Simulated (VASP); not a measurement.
# Ge (P6_3/mmc) in VASP: further runs, part 2 of 2

VASP 6.6.1.

### Step 4. Single point, r2SCAN (volume changed by -6%)

Input file POSCAR:

```
Ge
1.0
    3.9160083261      0.0000000000      0.0000000000
   -1.9580041630      3.3913626919      0.0000000000
    0.0000000000      0.0000000000      6.4582344185
Ge
4
Direct
    0.3333333333      0.6666666667      0.0003695991
    0.6666666667      0.3333333333      0.5003695991
    0.3333333333      0.6666666667      0.3746304009
    0.6666666667      0.3333333333      0.8746304009
```

Input file INCAR.step1:

```
PREC = Accurate ; ENCUT = 520
ISMEAR = -1 ; SIGMA = 0.02
LREAL = F ; LASPH = T
NELM = 60 ; NBANDS = 36
GGA = PE ; ALGO = Normal
EDIFF = 1E-4 ; LWAVE = T
LCHARG = F
```

Input file INCAR.step2:

```
PREC = Accurate ; ENCUT = 520
EDIFF = 1E-6 ; ISMEAR = -1
SIGMA = 0.02 ; LREAL = F
LASPH = T ; NELM = 60
ALGO = Normal ; ISIF = 2
LWAVE = F ; LCHARG = F
METAGGA = R2SCAN ; LMIXTAU = T
NBANDS = 36 ; ISTART = 1
```

Input file KPOINTS:

```
Automatic mesh
0
Gamma
  6 6 4
```

Potentials or basis: VASP PAW PBE potentials, release 64 (Ge_d).

Started as:

```
> cat potpaw_PBE.64/Ge_d/POTCAR > POTCAR
> cp INCAR.step1 INCAR
> mpirun -np 1 vasp_std > vasp.out
> cp INCAR.step2 INCAR
> mpirun -np 1 vasp_std > vasp.out
```

OUTCAR:

```text
PREC = Accurate
   ENCUT = 520
   EDIFF = 1E-6
   ISMEAR = -1
   LREAL = F
   LASPH = T
   NELM = 60
   ISIF = 2
   METAGGA = R2SCAN
   ISTART = 1

 ion  position               nearest neighbor table
   1  0.333  0.667  0.000-   4 2.40   4 2.40   4 2.40   3 2.42
   2  0.667  0.333  0.500-   3 2.40   3 2.40   3 2.40   4 2.42
   3  0.333  0.667  0.375-   2 2.40   2 2.40   2 2.40   1 2.42
   4  0.667  0.333  0.875-   1 2.40   1 2.40   1 2.40   2 2.42

  LATTYP: Found a hexagonal cell.
 ALAT       =     3.9160083261
 C/A-ratio  =     1.6491881224

  Lattice vectors:

 A1 = (   3.9160083261,   0.0000000000,   0.0000000000)
 A2 = (  -1.9580041630,   3.3913626919,   0.0000000000)
 A3 = (   0.0000000000,   0.0000000000,   6.4582344185)

Analysis of symmetry for initial positions (statically):
=====================================================================
 Subroutine PRICEL returns:
 Original cell was already a primitive cell.

 Routine SETGRP: Setting up the symmetry group for a
 hexagonal supercell.

 Subroutine GETGRP returns: Found 24 space group operations
[... 166 lines left out ...]

 E-fermi :   5.6705     XC(G=0): -11.0994

 val. band max:        5.5526514764   @ k =   0.0000   0.0000   0.0000
 cond. band min:       5.7744877401   @ k =   0.0000   0.0000   0.0000
 fundamental gap:      0.2218362637
 Fermi energy:         5.6705035861

 k-point     1 :       0.0000    0.0000    0.0000
  band No.  band energies     occupation
      1     -20.2693      2.00000
      2     -20.2693      2.00000
      3     -20.2261      2.00000
      4     -20.2213      2.00000
      5     -20.2213      2.00000
      6     -20.2108      2.00000
[... 808 lines left out ...]
     35      12.8945      0.00000
     36      12.8945      0.00000

------------------------ aborting loop because EDIFF is reached ----------------------------------------

  FORCE on cell =-STRESS in cart. coord.  units (eV):
  Direction    XX          YY          ZZ          XY          YZ          ZX
  --------------------------------------------------------------------------------------
  -------------------------------------------------------------------------------------
  Total        2.7450932      2.7450932      2.7924064      0.0000000      0.0000000      0.0000000
  in kB       51.2785841     51.2785841     52.1623984      0.0000000      0.0000000      0.0000000
  external PRESSURE =      51.5731889 kB  Pullay stress =       0.0000000 kB

 VOLUME and BASIS-vectors are now :
 -----------------------------------------------------------------------------
  energy-cutoff  :      520.00
  volume of cell :       85.77
      direct lattice vectors                 reciprocal lattice vectors
     3.916008326  0.000000000  0.000000000     0.255362072  0.147433361  0.000000000
    -1.958004163  3.391362692  0.000000000     0.000000000  0.294866722  0.000000000
     0.000000000  0.000000000  6.458234419     0.000000000  0.000000000  0.154841081

 POSITION                                       TOTAL-FORCE (eV/Angst)
 -----------------------------------------------------------------------------------
     -0.00000      2.26091      0.00239         0.000000      0.000000      0.030315
      1.95800      1.13045      3.23150        -0.000000      0.000000      0.030315
     -0.00000      2.26091      2.41945         0.000000     -0.000000     -0.030315
      1.95800      1.13045      5.64857        -0.000000     -0.000000     -0.030315
 -----------------------------------------------------------------------------------
    total drift:                               -0.000000      0.000000      0.000000

  FREE ENERGIE OF THE ION-ELECTRON SYSTEM (eV)
  ---------------------------------------------------
  free  energy   TOTEN  =       -55.2932411101 eV

  energy  without entropy=      -55.2932211309  energy(sigma->0) =      -55.29323112
```

Run time: 1.8 min. Hardware: 1 thread of Intel Xeon 6975P-C (Granite Rapids), shared host; peak memory 0.22 GiB.

Results:

```yaml
Free_energy: -55.2932 eV
Pressure: 5.2 GPa
Largest_force: 0.030 eV/Å
Band_gap_on_the_k_mesh: 0.22 eV, direct
```

Forces on the atoms (eV/Å):
```
Ge   0.000  0.000  0.030
Ge   0.000  0.000  0.030
Ge   0.000  0.000 -0.030
Ge   0.000  0.000 -0.030
```

Caveat: the PAW data sets were made with another functional, which shifts forces and pressure a little. A k mesh can miss the band edges.

### Step 5. Single point, r2SCAN (volume changed by -3%)

Input file POSCAR:

```
Ge
1.0
    3.9572324958      0.0000000000      0.0000000000
   -1.9786162479      3.4270638701      0.0000000000
    0.0000000000      0.0000000000      6.5262208295
Ge
4
Direct
    0.3333333333      0.6666666667      0.0003695991
    0.6666666667      0.3333333333      0.5003695991
    0.3333333333      0.6666666667      0.3746304009
    0.6666666667      0.3333333333      0.8746304009
```

Input file INCAR.step1:

```
SYSTEM = Ge
ALGO     = Normal         ! electronic algorithm
EDIFF    = 1E-4           ! SCF threshold, eV
ENCUT    = 520            ! plane-wave cutoff, eV
GGA      = PE             ! functional
ISMEAR   = -1             ! smearing method
LASPH    = .True.         ! aspherical terms in the spheres
LCHARG   = .False.        ! write CHGCAR
LREAL    = .False.        ! projectors in reciprocal space
LWAVE    = .True.         ! write WAVECAR
NBANDS   = 36             ! bands
NELM     = 80             ! most SCF steps
PREC     = Accurate       ! precision mode
SIGMA    = 0.02           ! smearing width, eV
```

Input file INCAR.step2:

```
SYSTEM = Ge
ALGO     = Normal         ! electronic algorithm
EDIFF    = 1E-6           ! SCF threshold, eV
ENCUT    = 520            ! plane-wave cutoff, eV
ISIF     = 2              ! what is computed and relaxed
ISMEAR   = -1             ! smearing method
ISTART   = 1            
LASPH    = .True.         ! aspherical terms in the spheres
LCHARG   = .False.        ! write CHGCAR
LMIXTAU  = .True.       
LREAL    = .False.        ! projectors in reciprocal space
LWAVE    = .False.        ! write WAVECAR
METAGGA  = R2SCAN         ! meta-GGA
NBANDS   = 36             ! bands
NELM     = 80             ! most SCF steps
PREC     = Accurate       ! precision mode
SIGMA    = 0.02           ! smearing width, eV
```

Input file KPOINTS:

```
k-points
0
Gamma
  6 6 4
  0 0 0
```

Potentials or basis: VASP PAW PBE potentials, release 64 (Ge_d).

Started as:

```
> cat potpaw_PBE.64/Ge_d/POTCAR > POTCAR
> cp INCAR.step1 INCAR
> mpirun -np 1 vasp_std > vasp.out
> cp INCAR.step2 INCAR
> mpirun -np 1 vasp_std > vasp.out
```

OUTCAR:

```text
SYSTEM = Ge
   EDIFF = 1E-6
   ENCUT = 520
   ISIF = 2
   ISMEAR = -1
   ISTART = 1
   LASPH = .True.
   LREAL = .False.
   METAGGA = R2SCAN
   NELM = 80
   PREC = Accurate

 ion  position               nearest neighbor table
   1  0.333  0.667  0.000-   4 2.43   4 2.43   4 2.43   3 2.44
   2  0.667  0.333  0.500-   3 2.43   3 2.43   3 2.43   4 2.44
   3  0.333  0.667  0.375-   2 2.43   2 2.43   2 2.43   1 2.44
   4  0.667  0.333  0.875-   1 2.43   1 2.43   1 2.43   2 2.44

  LATTYP: Found a hexagonal cell.
 ALAT       =     3.9572324958
 C/A-ratio  =     1.6491881224

  Lattice vectors:

 A1 = (   3.9572324958,   0.0000000000,   0.0000000000)
 A2 = (  -1.9786162479,   3.4270638701,   0.0000000000)
 A3 = (   0.0000000000,   0.0000000000,   6.5262208295)

Analysis of symmetry for initial positions (statically):
=====================================================================
 Subroutine PRICEL returns:
 Original cell was already a primitive cell.

 Routine SETGRP: Setting up the symmetry group for a
 hexagonal supercell.

 Subroutine GETGRP returns: Found 24 space group operations
 (whereof  6 operations were pure point group operations)
 out of a pool of 24 trial point group operations.

[... 167 lines left out ...]
 cond. band min:       5.3564634496   @ k =   0.0000   0.0000   0.0000
 fundamental gap:      0.1370577426
 Fermi energy:         5.2950706732

 k-point     1 :       0.0000    0.0000    0.0000
  band No.  band energies     occupation
      1     -20.5356      2.00000
      2     -20.5356      2.00000
      3     -20.4959      2.00000
      4     -20.4914      2.00000
      5     -20.4914      2.00000
      6     -20.4815      2.00000
[... 808 lines left out ...]
     35      12.3786      0.00000
     36      12.3786      0.00000

------------------------ aborting loop because EDIFF is reached ----------------------------------------

  FORCE on cell =-STRESS in cart. coord.  units (eV):
  Direction    XX          YY          ZZ          XY          YZ          ZX
  --------------------------------------------------------------------------------------
  -------------------------------------------------------------------------------------
  Total        1.3043545      1.3043545      1.3165909      0.0000000     -0.0000000      0.0000000
  in kB       23.6118867     23.6118867     23.8333937      0.0000000     -0.0000000      0.0000000
  external PRESSURE =      23.6857224 kB  Pullay stress =       0.0000000 kB

 VOLUME and BASIS-vectors are now :
 -----------------------------------------------------------------------------
  energy-cutoff  :      520.00
  volume of cell :       88.51
      direct lattice vectors                 reciprocal lattice vectors
     3.957232496  0.000000000  0.000000000     0.252701857  0.145897485  0.000000000
    -1.978616248  3.427063870  0.000000000     0.000000000  0.291794970  0.000000000
     0.000000000  0.000000000  6.526220829     0.000000000  0.000000000  0.153228036

 POSITION                                       TOTAL-FORCE (eV/Angst)
 -----------------------------------------------------------------------------------
     -0.00000      2.28471      0.00241        -0.000000     -0.000000      0.008587
      1.97862      1.14235      3.26552        -0.000000      0.000000      0.008587
     -0.00000      2.28471      2.44492         0.000000      0.000000     -0.008587
      1.97862      1.14235      5.70803         0.000000     -0.000000     -0.008587
 -----------------------------------------------------------------------------------
    total drift:                               -0.000000      0.000000      0.001437

  FREE ENERGIE OF THE ION-ELECTRON SYSTEM (eV)
  ---------------------------------------------------
  free  energy   TOTEN  =       -55.3590392439 eV

  energy  without entropy=      -55.3589296489  energy(sigma->0) =      -55.35898445
```

It took 1.8 min on 1 thread of Intel Xeon 6975P-C (Granite Rapids), shared host; peak memory 0.22 GiB.

Results:

* Free energy: -55.3590 eV
* Pressure: 2.4 GPa
* Largest force: 0.009 eV/Å
* Band gap on the k mesh: 0.14 eV, direct

Forces in eV/Å, atoms in the order of the input:
```
Ge   0.000  0.000  0.009
Ge   0.000  0.000  0.009
Ge   0.000  0.000 -0.009
Ge   0.000  0.000 -0.009
```

Caveat: the PAW data sets were made with another functional, which shifts forces and pressure a little.

### Step 6. The runs side by side

| level | cell | gap on the mesh (eV) | pressure (GPa) | largest force (eV/Å) |
| --- | --- | --- | --- | --- |
| PBE | a = 4.099, b = 4.099, c = 6.759 Å, angles 90.0, 90.0, 120.0°, 4 atoms | 0.06 | -1.6 | 0.02 |
| PBE | a = 4.138, b = 4.138, c = 6.824 Å, angles 90.0, 90.0, 120.0°, 4 atoms | none | -2.9 | 0.05 |
| r2SCAN | a = 3.916, b = 3.916, c = 6.458 Å, angles 90.0, 90.0, 120.0°, 4 atoms | 0.22 | 5.2 | 0.03 |
| r2SCAN | a = 3.957, b = 3.957, c = 6.526 Å, angles 90.0, 90.0, 120.0°, 4 atoms | 0.14 | 2.4 | 0.01 |

Alike in all rows: task single point; potentials or basis VASP PAW PBE potentials, release 64 (Ge_d); no spin polarisation; k mesh 6 × 6 × 4; cutoff (eV) 520; smearing fermi-dirac 0.02 eV.

Caveats: the PAW data sets were made with another functional, which shifts forces and pressure a little (some runs).

Total energies depend on the potentials used, so only differences within one code and one set of settings carry meaning.
